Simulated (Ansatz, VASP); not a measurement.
# One calculation of SrO, two programs

Contents of INCAR:

```
  PREC = Accurate
  ENCUT = 520
  EDIFF = 1E-7
  ISMEAR = 0
  SIGMA = 0.01
  LREAL = False
  LASPH = True
  NELM = 80
  ALGO = Normal
  ISIF = 2
  LWAVE = False
  LCHARG = True
  GGA = PE
  LELF = True
  LVHAR = True
  NBANDS = 24
```

File KPOINTS:

```
regular mesh
0
Gamma
  6 6 4
```

The input POSCAR:

```
SrO
1.0
    4.2026029828      0.0000000000      0.0000000000
   -2.1013014914      3.6395609451      0.0000000000
    0.0000000000      0.0000000000      5.0788087861
Sr O
2 2
Direct
    0.3333333333      0.6666666667      0.2500000000
    0.6666666667      0.3333333333      0.7500000000
    0.6666666667      0.3333333333      0.2500000000
    0.3333333333      0.6666666667      0.7500000000
```

Input for Ansatz:

```yaml
crystal:
  lattice:
    - [4.2026029828, 0.0, 0.0]
    - [-2.1013014914, 3.6395609451, 0.0]
    - [0.0, 0.0, 5.0788087861]
  atoms:
    - { symbol: Sr, position: [0.3333333333, 0.6666666667, 0.25] }
    - { symbol: Sr, position: [0.6666666667, 0.3333333333, 0.75] }
    - { symbol: O, position: [0.6666666667, 0.3333333333, 0.25] }
    - { symbol: O, position: [0.3333333333, 0.6666666667, 0.75] }
kpoints:
  mp_grid: { grid: [6, 6, 4] }
hamiltonian:
  xc: pbe
scf:
  occupations: { method: fixed }
  n_extra_bands: 5
output:
  forces: true
  stress: true
  eigenvalues: true
```

Alike in both runs: task single point; functional PBE; k mesh 6 × 6 × 4; no spin polarisation.

|  | VASP | Ansatz |
| --- | --- | --- |
| version | VASP 6.6.1 | Ansatz 0.2.0 |
| potentials or method | VASP PAW PBE potentials, release 64 (Sr_sv, O) | plane waves, PAW |
| plane-wave cutoff (eV) | 520 | 420 |
| occupations | gaussian, width 0.01 eV | fixed |
| valence electrons in the cell | 32 | 32 |

Ansatz gave:

- gap on the k mesh at the Fermi level (eV): 2.81
- pressure (GPa): 4.9
- traceless stress, the component that is largest in VASP (GPa): 0.32

Problem. What did VASP give for the same quantities?

Solution. gap on the k mesh at the Fermi level (eV): 2.79; pressure (GPa): 5.5; traceless stress, the component that is largest in VASP (GPa): 0.32.
